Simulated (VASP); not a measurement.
# Be3CdF (P4/mmm) in VASP: further runs

Be3CdF is run at these levels: PBE; tasks: single point, relaxation of cell and atoms.

Program: VASP 6.6.1. These are calculated values, not measurements. Logs are shortened: lines on timing, memory, paths and dates and some standing lists are left out, and cuts for length are marked.

## Step 1: The cell of the first run

The structure is tetragonal, space group P4/mmm (No. 123). The conventional cell has a = 3.676 Å, b = 3.676 Å, c = 5.117 Å, α = 90.00°, β = 90.00°, γ = 90.00°. Be (site symmetry 4mm) has 1 F at 1.58 Å and 1 Be at 1.96 Å within 2.1 Å. Be (site symmetry 4/mmm) has 2 Cd at 2.56 Å and 8 Be at 2.78 Å within 3.4 Å. Cd (site symmetry 4/mmm) has 10 Be at 2.56 to 3.04 Å and 4 F at 2.60 Å within 3.4 Å. F (site symmetry 4/mmm) has 2 Be at 1.58 Å within 2.1 Å.

The cell was generated, and may not be a known phase.

## Step 2: Single point, PBE, collinear spin

Contents of INCAR:

```
SYSTEM = Be3CdF
ALGO = Normal
EDIFF = 1E-6
ENCUT = 520
GGA = PE
ISIF = 2
ISMEAR = 0
ISPIN = 2
LASPH = .TRUE.
LCHARG = .FALSE.
LORBIT = 11
LREAL = .FALSE.
LWAVE = .FALSE.
MAGMOM = 0 0 0 0 1
NBANDS = 24
NELM = 150
PREC = Accurate
SIGMA = 0.1
```

Contents of KPOINTS:

```
k-points
0
G
  6 6 4
  0 0 0
```

Contents of POSCAR:

```
Be3CdF
1.0
    3.6759088789      0.0000000000      0.0000000000
    0.0000000000      3.6759088789      0.0000000000
    0.0000000000      0.0000000000      5.1170297666
Be Cd F
3 1 1
Direct
    0.5000000000      0.5000000000      0.8081811518
    0.5000000000      0.5000000000      0.1918188482
    0.0000000000      0.0000000000      0.0000000000
    0.0000000000      0.0000000000      0.5000000000
    0.5000000000      0.5000000000      0.5000000000
```

Potentials or basis: VASP PAW PBE potentials, release 64 (Be, Cd, F).

Run with:

```sh
$ cat potpaw_PBE.64/Be/POTCAR potpaw_PBE.64/Cd/POTCAR potpaw_PBE.64/F/POTCAR > POTCAR
$ mpirun -np 1 vasp_std > vasp.out
```

OUTCAR:

```text
SYSTEM = Be3CdF
   EDIFF = 1E-6
   ENCUT = 520
   GGA = PE
   ISIF = 2
   ISMEAR = 0
   ISPIN = 2
   LASPH = .TRUE.
   LORBIT = 11
   LREAL = .FALSE.
   NELM = 150
   PREC = Accurate

 ion  position               nearest neighbor table
   1  0.500  0.500  0.808-   5 1.58   2 1.96   4 3.04   4 3.04   4 3.04   4 3.04
   2  0.500  0.500  0.192-   5 1.58   1 1.96   4 3.04   4 3.04   4 3.04   4 3.04
   3  0.000  0.000  0.000-   4 2.56   4 2.56
   4  0.000  0.000  0.500-   3 2.56   3 2.56   5 2.60   5 2.60   5 2.60   5 2.60   2 3.04   2 3.04
                             1 3.04   2 3.04   1 3.04   1 3.04   2 3.04   1 3.04
   5  0.500  0.500  0.500-   1 1.58   2 1.58   4 2.60   4 2.60   4 2.60   4 2.60

  LATTYP: Found a simple tetragonal cell.
 ALAT       =     3.6759088789
 C/A-ratio  =     1.3920447800

  Lattice vectors:

 A1 = (   3.6759088789,   0.0000000000,   0.0000000000)
 A2 = (   0.0000000000,   3.6759088789,   0.0000000000)
 A3 = (   0.0000000000,   0.0000000000,   5.1170297666)

Analysis of symmetry for initial positions (statically):
=====================================================================
 Subroutine PRICEL returns:
 Original cell was already a primitive cell.

 Routine SETGRP: Setting up the symmetry group for a
 simple tetragonal supercell.

 Subroutine GETGRP returns: Found 16 space group operations
 (whereof 16 operations were pure point group operations)
 out of a pool of 16 trial point group operations.

The static configuration has the point symmetry D_4h.

Analysis of symmetry for dynamics (positions and initial velocities):
=====================================================================
 Subroutine PRICEL returns:
 Original cell was already a primitive cell.

 Routine SETGRP: Setting up the symmetry group for a
 simple tetragonal supercell.

 Subroutine GETGRP returns: Found 16 space group operations
 (whereof 16 operations were pure point group operations)
 out of a pool of 16 trial point group operations.

The dynamic configuration has the point symmetry D_4h.

Analysis of structural, dynamic, and magnetic symmetry:
=====================================================================
 Subroutine PRICEL returns:
 Original cell was already a primitive cell.

 Routine SETGRP: Setting up the symmetry group for a
 simple tetragonal supercell.

 Subroutine GETGRP returns: Found 16 space group operations
 (whereof 16 operations were pure point group operations)
 out of a pool of 16 trial point group operations.

The overall configuration has the point symmetry D_4h.
[... 136 lines left out ...]
 spin polarized calculation
 Gauss-broadening in eV      SIGMA  =   0.10
  energy-cutoff  :      520.00
  volume of cell :       69.14
 maximum number of plane-waves:      1884
 NGX is ok and might be reduce to    28
   NGX = 13   NGY = 13   NGZ = 19

 number of electron      25.0000003 magnetization       0.0022473

 number of electron      25.0000003 magnetization      -0.0000327

 Free energy of the ion-electron system (eV)
  ---------------------------------------------------
  ext. energy  EPLUGINS =         0.00000000
  ---------------------------------------------------
  free energy    TOTEN  =       -14.17775716 eV

  energy without entropy =      -14.17079045  energy(sigma->0) =      -14.17427380

 E-fermi :   3.4899     XC(G=0):  -9.7684

 val. band max:        3.4747214429   @ k =   0.5000   0.3333   0.2500
 cond. band min:       3.6736053015   @ k =   0.1667   0.0000   0.0000
 fundamental gap:      0.1988838586
 Fermi energy:         3.4899377977

 spin component 1

 k-point     1 :       0.0000    0.0000    0.0000
  band No.  band energies     occupation
      1     -24.2742      1.00000
      2      -7.5403      1.00000
      3      -5.7170      1.00000
      4      -5.5938      1.00000
      5      -5.4209      1.00000
      6      -5.3398      1.00000
[... 637 lines left out ...]
     23      11.6192      0.00000
     24      12.9751      0.00000

 [... further k-points ...]

 spin component 2

 k-point     1 :       0.0000    0.0000    0.0000
  band No.  band energies     occupation
      1     -24.2740      1.00000
      2      -7.5401      1.00000
      3      -5.7170      1.00000
      4      -5.5938      1.00000
      5      -5.4209      1.00000
      6      -5.3399      1.00000
[... 637 lines left out ...]
     23      11.6191      0.00000
     24      12.9749      0.00000

 [... further k-points ...]

------------------------ aborting loop because EDIFF is reached ----------------------------------------

  FORCE on cell =-STRESS in cart. coord.  units (eV):
  Direction    XX          YY          ZZ          XY          YZ          ZX
  --------------------------------------------------------------------------------------
  -------------------------------------------------------------------------------------
  Total        0.0346303      0.0346303      0.1472425      0.0000000      0.0000000     -0.0000000
  in kB        0.8024529      0.8024529      3.4119015      0.0000000      0.0000000     -0.0000000
  external PRESSURE =       1.6722691 kB  Pullay stress =       0.0000000 kB

 VOLUME and BASIS-vectors are now :
 -----------------------------------------------------------------------------
  energy-cutoff  :      520.00
  volume of cell :       69.14
      direct lattice vectors                 reciprocal lattice vectors
     3.675908879  0.000000000  0.000000000     0.272041564  0.000000000  0.000000000
     0.000000000  3.675908879  0.000000000     0.000000000  0.272041564  0.000000000
     0.000000000  0.000000000  5.117029767     0.000000000  0.000000000  0.195425871

 POSITION                                       TOTAL-FORCE (eV/Angst)
 -----------------------------------------------------------------------------------
      1.83795      1.83795      4.13549         0.000000     -0.000000      0.038421
      1.83795      1.83795      0.98154        -0.000000      0.000000     -0.038421
      0.00000      0.00000      0.00000         0.000000      0.000000     -0.000000
      0.00000      0.00000      2.55851         0.000000      0.000000     -0.000000
      1.83795      1.83795      2.55851         0.000000      0.000000     -0.000000
 -----------------------------------------------------------------------------------
    total drift:                                0.000000      0.000000      0.000000

  FREE ENERGIE OF THE ION-ELECTRON SYSTEM (eV)
  ---------------------------------------------------
  free  energy   TOTEN  =       -14.1777571642 eV

  energy  without entropy=      -14.1707904455  energy(sigma->0) =      -14.17427380

 total charge

# of ion       s       p       d       tot
------------------------------------------
    1        0.414   0.520   0.000   0.934
    2        0.414   0.520   0.000   0.934
    3        0.357   0.430   0.000   0.787
    4        0.611   0.254   9.500  10.365
    5        1.749   4.429   0.000   6.178
--------------------------------------------------
tot          3.544   6.154   9.500  19.199

 magnetization (x)

# of ion       s       p       d       tot
------------------------------------------
    1        0.000  -0.000   0.000  -0.000
    2        0.000  -0.000   0.000  -0.000
    3       -0.000   0.000   0.000   0.000
    4       -0.000  -0.000   0.000  -0.000
    5       -0.000  -0.000   0.000  -0.000
--------------------------------------------------
tot         -0.000  -0.000   0.000  -0.000
```

OSZICAR:

```text
N       E                     dE             d eps       ncg     rms          rms(c)
DAV:   1     0.141176664577E+03    0.14118E+03   -0.12104E+04  2880   0.951E+02
DAV:   2    -0.838295242170E+01   -0.14956E+03   -0.14139E+03  3528   0.244E+02
DAV:   3    -0.150483792162E+02   -0.66654E+01   -0.66359E+01  3608   0.531E+01
DAV:   4    -0.150772945719E+02   -0.28915E-01   -0.28912E-01  3104   0.380E+00
DAV:   5    -0.150774237906E+02   -0.12922E-03   -0.12922E-03  3520   0.249E-01    0.892E+00
DAV:   6    -0.142514789516E+02    0.82594E+00   -0.24475E+00  3256   0.143E+01    0.391E+00
DAV:   7    -0.141900982984E+02    0.61381E-01   -0.46384E-01  3176   0.369E+00    0.202E+00
DAV:   8    -0.141753871972E+02    0.14711E-01   -0.71371E-02  3272   0.160E+00    0.680E-01
DAV:   9    -0.141772107951E+02   -0.18236E-02   -0.52261E-03  3152   0.480E-01    0.290E-01
DAV:  10    -0.141775898155E+02   -0.37902E-03   -0.90109E-04  3128   0.224E-01    0.145E-01
DAV:  11    -0.141777412939E+02   -0.15148E-03   -0.24697E-04  2992   0.118E-01    0.394E-02
DAV:  12    -0.141777556025E+02   -0.14309E-04   -0.47933E-05  3288   0.587E-02    0.178E-02
DAV:  13    -0.141777572127E+02   -0.16102E-05   -0.73246E-06  2952   0.236E-02    0.839E-03
DAV:  14    -0.141777571642E+02    0.48430E-07   -0.32733E-06  2976   0.127E-02
   1 F= -.14177757E+02 E0= -.14174274E+02  d E =-.696672E-02  mag=    -0.0001
```

stdout:

```text
POSCAR found type information on POSCAR BeCdF
 POSCAR found :  3 types and       5 ions
 scaLAPACK will be used
 LDA part: xc-table for (Slater+PW92), standard interpolation
 POSCAR, INCAR and KPOINTS ok, starting setup
 FFT: planning ... GRIDC
 FFT: planning ... GRID_SOFT
 FFT: planning ... GRID
 WAVECAR not read
 entering main loop
```

Wall time 54 s (1 thread of Intel Xeon Platinum 8488C (Sapphire Rapids), shared host); peak memory 0.24 GiB.

Results:

| Quantity | Value |
| --- | --- |
| Free energy | -14.1778 eV |
| Pressure | 0.2 GPa |
| Largest force | 0.038 eV/Å |
| Net moment | 0.00 μB per cell |
| Valence electrons inside the program's atomic spheres | Be 0.93, 0.79 (each value once); Cd 10.37; F 6.18 |

Forces on the atoms (eV/Å):
```
Be   0.000  0.000  0.038
Be   0.000  0.000 -0.038
Be   0.000  0.000  0.000
Cd   0.000  0.000  0.000
F    0.000  0.000  0.000
```

## Step 3: Relaxation of cell and atoms, PBE

Contents of INCAR:

```
SYSTEM = Be3CdF
PREC = Accurate ; ENCUT = 600
EDIFF = 1E-6 ; ISMEAR = 0
SIGMA = 0.1 ; LREAL = .FALSE.
LASPH = .TRUE. ; NELM = 80
ALGO = Normal ; ISIF = 3
LWAVE = .FALSE. ; LCHARG = .FALSE.
GGA = PE ; IBRION = 2
NSW = 100 ; EDIFFG = -0.01
```

Contents of KPOINTS:

```
regular mesh
0
G
  10 10 8
  0 0 0
```

POSCAR is that of step 2.

Potentials or basis: VASP PAW PBE potentials, release 64 (Be, Cd, F).

Run with:

```sh
$ cat potpaw_PBE.64/Be/POTCAR potpaw_PBE.64/Cd/POTCAR potpaw_PBE.64/F/POTCAR > POTCAR
$ mpirun -np 1 vasp_std > vasp.out
```

Wall time 3 min (1 thread of Intel Xeon Platinum 8488C (Sapphire Rapids), shared host); peak memory 0.31 GiB.

Results (log left out):

```yaml
Free_energy: -14.1918 eV
Relaxed_volume: 13.86 Å³/atom
Relaxed_cell: a = 3.677 Å, b = 3.677 Å, c = 5.125 Å, α = 90.00°, β = 90.00°, γ = 90.00°
Space_group_after_relaxing_to_0.1_Å: P4/mmm (No. 123)
Energy_gained_by_relaxing: 0.1 meV/atom
Ionic_steps: 3
Pressure_after_relaxing: 0.0 GPa
Largest_force_after_relaxing: 0.004 eV/Å
Band_gap_on_the_k_mesh: zero (an odd number of electrons rules out a gap without spin polarisation)
```

Forces on the atoms (eV/Å):
```
Be   0.000  0.000 -0.004
Be   0.000  0.000  0.004
Be   0.000  0.000  0.000
Cd   0.000  0.000  0.000
F    0.000  0.000  0.000
```

Step by step:
```tsv
step	energy change (eV)	largest force (eV/Å)	pressure (GPa)	volume (Å³)
1	0.0000	0.0480	0.23	69.14
2	-0.0003	0.0183	-0.07	69.34
3	-0.0003	0.0042	-0.01	69.30
```

Final structure:
```cif
data_structure
_symmetry_space_group_name_H-M 'P 1'
_symmetry_Int_Tables_number 1
_cell_length_a 3.6772
_cell_length_b 3.6772
_cell_length_c 5.1252
_cell_angle_alpha 90.000
_cell_angle_beta 90.000
_cell_angle_gamma 90.000
_cell_volume 69.30
loop_
_atom_site_label
_atom_site_type_symbol
_atom_site_fract_x
_atom_site_fract_y
_atom_site_fract_z
_atom_site_occupancy
Be1 Be 0.50000 0.50000 0.80854 1
Be2 Be 0.50000 0.50000 0.19146 1
Be3 Be 0.00000 0.00000 0.00000 1
Cd1 Cd 0.00000 0.00000 0.50000 1
F1 F 0.50000 0.50000 0.50000 1
```

Levels at points of the mesh, in eV from the Fermi level:
| k point | band 10 | band 11 | band 12 | band 13 | band 14 | band 15 |
| --- | --- | --- | --- | --- | --- | --- |
| (0.00, 0.00, 0.00) | -7.32 | -1.92 | -1.81 | 1.06 | 1.06 | 4.52 |
| (0.50, 0.00, 0.00) | -4.83 | -4.08 | -1.45 | 1.35 | 1.73 | 3.39 |
| (0.50, 0.50, 0.00) | -2.99 | -2.46 | -2.17 | -2.17 | 0.63 | 2.64 |
| (0.00, 0.00, 0.50) | -6.41 | -5.37 | 1.10 | 1.10 | 1.97 | 5.01 |
| (0.50, 0.00, 0.50) | -4.45 | -4.22 | -2.49 | -0.75 | 2.74 | 4.37 |
| (0.50, 0.50, 0.50) | -2.38 | -2.19 | -2.04 | -2.04 | -1.56 | 1.27 |

The gap in the log of VASP goes by the Fermi energy; the results here count the filled bands.